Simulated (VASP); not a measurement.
# SrTiO3 (Pm-3m) in VASP: a series of runs, part 2 of 2

VASP 6.6.1. The steps go on from the part before.

### Step 5. Single point, LDA

This run uses another cell than the first one, of 11.34 Å³/atom, 1.023 times its volume.

File INCAR:

```
  PREC = Accurate
  ENCUT = 910
  EDIFF = 1E-6
  ISMEAR = 0
  SIGMA = 0.01
  LREAL = F
  LASPH = T
  NELM = 120
  ALGO = Normal
  ISIF = 2
  LWAVE = F
  LCHARG = F
  NBANDS = 28
  GGA_COMPAT = F
```

File KPOINTS:

```
Automatic mesh
0
Gamma
  6 6 6
```

File POSCAR:

```
SrTiO3
1.0
    3.8417615885      0.0000000000      0.0000000000
    0.0000000000      3.8417615885      0.0000000000
    0.0000000000      0.0000000000      3.8417615885
Sr Ti O
1 1 3
Direct
    0.5000000000      0.5000000000      0.5000000000
    0.0000000000      0.0000000000      0.0000000000
    0.5000000000      0.0000000000      0.0000000000
    0.0000000000      0.5000000000      0.0000000000
    0.0000000000      0.0000000000      0.5000000000
```

Potentials or basis: VASP PAW LDA potentials, release 64 (Sr_sv, Ti_sv, O_h).

Command:

```bash
> cat potpaw_LDA.64/Sr_sv/POTCAR potpaw_LDA.64/Ti_sv/POTCAR potpaw_LDA.64/O_h/POTCAR > POTCAR
> mpirun -np 1 vasp_std > vasp.out
```

OUTCAR:

```text
PREC = Accurate
   ENCUT = 910
   EDIFF = 1E-6
   ISMEAR = 0
   LREAL = F
   LASPH = T
   NELM = 120
   ISIF = 2

 ion  position               nearest neighbor table
   1  0.500  0.500  0.500-   3 2.72   4 2.72   5 2.72   3 2.72   4 2.72   3 2.72   5 2.72   3 2.72
                             4 2.72   5 2.72   4 2.72   5 2.72   2 3.33   2 3.33   2 3.33   2 3.33
   2  0.000  0.000  0.000-   3 1.92   4 1.92   5 1.92   5 1.92   4 1.92   3 1.92   1 3.33   1 3.33
                             1 3.33   1 3.33   1 3.33   1 3.33   1 3.33   1 3.33
   3  0.500  0.000  0.000-   2 1.92   2 1.92   1 2.72   1 2.72   1 2.72   1 2.72
   4  0.000  0.500  0.000-   2 1.92   2 1.92   1 2.72   1 2.72   1 2.72   1 2.72
   5  0.000  0.000  0.500-   2 1.92   2 1.92   1 2.72   1 2.72   1 2.72   1 2.72

  LATTYP: Found a simple cubic cell.
 ALAT       =     3.8417615885

  Lattice vectors:

 A1 = (   3.8417615885,   0.0000000000,   0.0000000000)
 A2 = (   0.0000000000,   3.8417615885,   0.0000000000)
 A3 = (   0.0000000000,   0.0000000000,   3.8417615885)

Analysis of symmetry for initial positions (statically):
=====================================================================
 Subroutine PRICEL returns:
 Original cell was already a primitive cell.

 Routine SETGRP: Setting up the symmetry group for a
 simple cubic supercell.

 Subroutine GETGRP returns: Found 48 space group operations
 (whereof 48 operations were pure point group operations)
 out of a pool of 48 trial point group operations.

The static configuration has the point symmetry O_h .

Analysis of symmetry for dynamics (positions and initial velocities):
=====================================================================
 Subroutine PRICEL returns:
 Original cell was already a primitive cell.

[... 124 lines left out ...]
   EFERMI_NEDOS =   21; number of points for ismear=-14 and -15
   IALGO  =     38    algorithm
   IMIX   =      4    mixing-type and parameters
     AMIX     =   0.40;   BMIX     =  1.00
     AMIX_MAG =   1.60;   BMIX_MAG =  1.00
  volume/ion in A,a.u.               =      11.34        76.53
  Fermi-wavevector in a.u.,A,eV,Ry     =   1.457352  2.753996 28.897066  2.123874
  Thomas-Fermi vector in A             =   2.574163
   LORBIT       =      0    0 simple, 1 ext, 2 COOP (PROOUT), +10 PAW based schemes
   GGA     = CA    functional components
   LHFCALC =     F    Hartree Fock is set to
   AEXX    =    0.0000 exact exchange contribution
   IVDW    =     0    specifies the selected vdW correction
   LEPSILON=     F    determine dielectric tensor
   LRPA    =     F    only Hartree local field effects (RPA)
 non-spin polarized calculation
 Gauss-broadening in eV      SIGMA  =   0.01
  energy-cutoff  :      910.00
  volume of cell :       56.70
 maximum number of plane-waves:      3575
 NGX is ok and might be reduce to    40
   NGX = 19   NGY = 19   NGZ = 19

 number of electron      40.0000005 magnetization

 Free energy of the ion-electron system (eV)
  ---------------------------------------------------
  ext. energy  EPLUGINS =         0.00000000
  ---------------------------------------------------
  free energy    TOTEN  =       -44.19372326 eV

  energy without entropy =      -44.19372326  energy(sigma->0) =      -44.19372326

 E-fermi :   4.9213     XC(G=0): -12.0575

 val. band max:        4.7025872723   @ k =   0.5000   0.5000   0.5000
 cond. band min:       6.5387206029   @ k =   0.0000   0.0000   0.0000
 fundamental gap:      1.8361333306
 Fermi energy:         4.9212577000

 k-point     1 :       0.0000    0.0000    0.0000
  band No.  band energies     occupation
      1     -50.8233      2.00000
      2     -27.6473      2.00000
      3     -27.5110      2.00000
      4     -27.5110      2.00000
      5     -27.5110      2.00000
      6     -12.6045      2.00000
[... 609 lines left out ...]
     27      13.6798      0.00000
     28      13.6798      0.00000

------------------------ aborting loop because EDIFF is reached ----------------------------------------

  FORCE on cell =-STRESS in cart. coord.  units (eV):
  Direction    XX          YY          ZZ          XY          YZ          ZX
  --------------------------------------------------------------------------------------
  -------------------------------------------------------------------------------------
  Total        0.9923127      0.9923127      0.9923127     -0.0000000      0.0000000     -0.0000000
  in kB       28.0393488     28.0393488     28.0393488     -0.0000000      0.0000000     -0.0000000
  external PRESSURE =      28.0393488 kB  Pullay stress =       0.0000000 kB

 VOLUME and BASIS-vectors are now :
 -----------------------------------------------------------------------------
  energy-cutoff  :      910.00
  volume of cell :       56.70
      direct lattice vectors                 reciprocal lattice vectors
     3.841761588  0.000000000  0.000000000     0.260297256  0.000000000  0.000000000
     0.000000000  3.841761588  0.000000000     0.000000000  0.260297256  0.000000000
     0.000000000  0.000000000  3.841761588     0.000000000  0.000000000  0.260297256

 POSITION                                       TOTAL-FORCE (eV/Angst)
 -----------------------------------------------------------------------------------
      1.92088      1.92088      1.92088         0.000000      0.000000      0.000000
      0.00000      0.00000      0.00000         0.000000      0.000000      0.000000
      1.92088      0.00000      0.00000         0.000000      0.000000      0.000000
      0.00000      1.92088      0.00000         0.000000      0.000000      0.000000
      0.00000      0.00000      1.92088         0.000000      0.000000      0.000000
 -----------------------------------------------------------------------------------
    total drift:                                0.000000      0.000000     -0.000000

  FREE ENERGIE OF THE ION-ELECTRON SYSTEM (eV)
  ---------------------------------------------------
  free  energy   TOTEN  =       -44.1937232577 eV

  energy  without entropy=      -44.1937232577  energy(sigma->0) =      -44.19372326
```

Run time: 52 s. Hardware: 1 thread of Intel Xeon Platinum 8559C (Emerald Rapids), shared host; peak memory 0.24 GiB.

What came out:

* Free energy: -44.1937 eV
* Pressure: 2.8 GPa
* Band gap on the k mesh: 1.84 eV, indirect (least direct gap 2.16 eV)

Caveat: the cutoff is under 1.25 times the usual one of these potentials, so pressure, stress and relaxed cells hold a basis-set (Pulay) error. As with any semilocal functional, this LDA gap is likely too small.

### Step 6. Single point, LDA

This run uses another cell than the first one, of 11.45 Å³/atom, 1.033 times its volume.

File INCAR:

```
SYSTEM = SrTiO3
  PREC = Accurate
  ENCUT = 910
  EDIFF = 1E-6
  ISMEAR = -1
  SIGMA = 0.05
  LREAL = .False.
  LASPH = .True.
  NELM = 120
  ALGO = Normal
  ISIF = 2
  LWAVE = .False.
  LCHARG = .True.
  GGA = CA
  LELF = .True.
  LVHAR = .True.
  NBANDS = 28
  GGA_COMPAT = .False.
```

File KPOINTS:

```
regular mesh
0
Gamma
  8 8 8
  0 0 0
```

POSCAR, as its differences from that of step 5:

```diff
@@ -2,5 +2,5 @@
 1.0
-    3.8417615885      0.0000000000      0.0000000000
-    0.0000000000      3.8417615885      0.0000000000
-    0.0000000000      0.0000000000      3.8417615885
+    3.8542043545      0.0000000000      0.0000000000
+    0.0000000000      3.8542043545      0.0000000000
+    0.0000000000      0.0000000000      3.8542043545
 Sr Ti O
```

Potentials or basis: VASP PAW LDA potentials, release 64 (Sr_sv, Ti_sv, O_h).

Command:

```bash
> cat potpaw_LDA.64/Sr_sv/POTCAR potpaw_LDA.64/Ti_sv/POTCAR potpaw_LDA.64/O_h/POTCAR > POTCAR
> mpirun -np 1 vasp_std > vasp.out
```

It took 1.8 min on 1 thread of Intel Xeon Platinum 8259CL at 2.50GHz (Skylake/Cascade Lake), shared host; peak memory 0.29 GiB.

The run converged. Its results:

```
Free energy            : -44.2022 eV
Pressure               : 0.8 GPa
Band gap on the k mesh : 1.82 eV, indirect (least direct gap 2.15 eV)
```

Levels at points of the mesh, in eV from the valence-band top:
```csv
k point,band 16,band 17,band 18,band 19,band 20,band 21,band 22,band 23,band 24,band 25
"(0.00, 0.00, 0.00)",-1.26,-1.26,-0.33,-0.33,-0.33,1.82,1.82,1.82,4.61,4.61
"(0.50, 0.00, 0.00)",-2.50,-2.50,-2.17,-0.73,-0.73,2.02,3.95,3.95,4.65,6.97
"(0.50, 0.50, 0.00)",-3.08,-1.70,-1.62,-1.62,-0.10,3.96,3.96,4.42,5.68,8.01
"(0.50, 0.50, 0.50)",-3.89,-3.89,0.00,0.00,0.00,4.69,4.69,4.69,7.00,7.00
```

Caveat: the cutoff is under 1.25 times the usual one of these potentials, so pressure, stress and relaxed cells hold a basis-set (Pulay) error.

### Step 7. Summary

```tsv
cell	k mesh	smearing	gap on the mesh (eV)	pressure (GPa)
a = 3.813 Å, 5 atoms	6 × 6 × 6	gaussian 0.01 eV	1.87	7.9
a = 3.867 Å, 5 atoms	6 × 6 × 6	gaussian 0.01 eV	1.80	-1.2
a = 3.797 Å, 5 atoms	6 × 6 × 6	gaussian 0.01 eV	1.89	10.9
a = 3.842 Å, 5 atoms	6 × 6 × 6	gaussian 0.01 eV	1.84	2.8
a = 3.854 Å, 5 atoms	8 × 8 × 8	fermi-dirac 0.05 eV	1.82	0.8
```

Alike in all rows: task single point; level LDA; potentials or basis VASP PAW LDA potentials, release 64 (Sr_sv, Ti_sv, O_h); no spin polarisation; cutoff (eV) 910.

Caveats: the cutoff is under 1.25 times the usual one of these potentials, so pressure, stress and relaxed cells hold a basis-set (Pulay) error.

Absolute energies hang on the potentials; compare differences alone.
